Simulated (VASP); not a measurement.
Here is a VASP 6.6.1 calculation.

Contents of INCAR:

```
  ALGO = Normal
  EDIFF = 1E-7
  ENCUT = 520
  GGA = PS
  ISIF = 2
  ISMEAR = 0
  LASPH = T
  LCHARG = F
  LREAL = Auto
  LWAVE = F
  NBANDS = 80
  NELM = 100
  PREC = Accurate
  SIGMA = 0.02
```

The input KPOINTS:

```
k-points
0
Gamma
  2 2 1
```

POSCAR

```
Si12H3F
1.0
   11.5187690000      0.0000000000      0.0000000000
    3.8395900000      6.6503650000      0.0000000000
    0.0000000000      0.0000000000     16.4187650000
H Si F
6 24 2
Direct
    0.1111111291      0.1666666416      0.0609059208
    0.4444444914      0.1666666416      0.0609059208
    0.7777778537      0.1666666416      0.0609059208
    0.1111111542      0.6666665664      0.0609059208
    0.4444445164      0.6666665664      0.0609059208
    0.7777777919      0.6666665664      0.0609059208
    0.1111111291      0.1666666416      0.1522648019
    0.4444444914      0.1666666416      0.1522648019
    0.7777778537      0.1666666416      0.1522648019
    0.1111111542      0.6666665664      0.1522648019
    0.4444445164      0.6666665664      0.1522648019
    0.7777777919      0.6666665664      0.1522648019
   -0.1132852690      0.3308735686      0.1980318861
    0.2257157689      0.3372524666      0.2014562606
    0.5581276119      0.3372792320      0.1995019723
   -0.1107415345      0.8288499955      0.1997608224
    0.2193154111      0.8320785401      0.1990942681
    0.5580248605      0.8390566533      0.2028369369
   -0.1561407618      0.2962366727      0.3343426256
    0.1600633649      0.2558984356      0.3820706369
    0.4963962087      0.2443544076      0.3801823097
   -0.1375505100      0.7684871432      0.3387611066
    0.1847130612      0.7801371804      0.3354036068
    0.4945163982      0.7621862860      0.3558598957
   -0.0424403436     -0.0400275774      0.3807885063
    0.2890094010     -0.0843534152      0.4183927354
    0.6245906500     -0.0927482928      0.3362285166
   -0.0622316462      0.4597696517      0.4085751273
    0.2701186345      0.4204698539      0.3350197168
    0.6065561442      0.4109269190      0.3335311152
    0.9694640468     -0.0223196772      0.4789243284
    0.4863727294      0.2276714135      0.4783460875
```

Potentials or basis: VASP PAW PBE potentials, release 64 (H, Si, F).

Run with:

```bash
$ cat potpaw_PBE.64/H/POTCAR potpaw_PBE.64/Si/POTCAR potpaw_PBE.64/F/POTCAR > POTCAR
$ mpirun -np 1 vasp_std > vasp.out
```

(1) Estimate the band gap on the k mesh.

(2) What does it give for the largest force?

Answers

(1) 0.72 eV, indirect (the least direct gap lies 2.9 meV higher).

(2) 1.026 eV/Å.

Caveat: the k points lie up to 0.47 Å⁻¹ apart; the PAW data sets were made with another functional, which shifts forces and pressure a little.
